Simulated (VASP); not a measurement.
Here is a VASP 6.6.1 calculation.

Contents of INCAR:

```
PREC = Accurate
ENCUT = 520
EDIFF = 1E-6
ISMEAR = 1
SIGMA = 0.05
LREAL = False
LASPH = True
NELM = 80
ALGO = Normal
ISIF = 2
LWAVE = False
LCHARG = True
LELF = True
LVHAR = True
NBANDS = 12
```

File KPOINTS:

```
regular mesh
0
Gamma
  11 11 11
```

Contents of POSCAR:

```
Ta
1.0
   -1.6267985720      1.6267985720      1.6267985720
    1.6267985720     -1.6267985720      1.6267985720
    1.6267985720      1.6267985720     -1.6267985720
Ta
1
Direct
    0.0000000000      0.0000000000      0.0000000000
```

Potentials or basis: VASP PAW LDA potentials, release 64 (Ta_pv).

Launch:

```console
$ cat potpaw_LDA.64/Ta_pv/POTCAR > POTCAR
$ mpirun -np 1 vasp_std > vasp.out
```

Question: Predict the pressure.

Answer: 1.1 GPa.

Question: Predict the band gap on the k mesh.

Answer: Zero (an odd number of electrons rules out a gap without spin polarisation).

Caveat: spin-orbit coupling is left out, which moves the levels of the heavy elements.
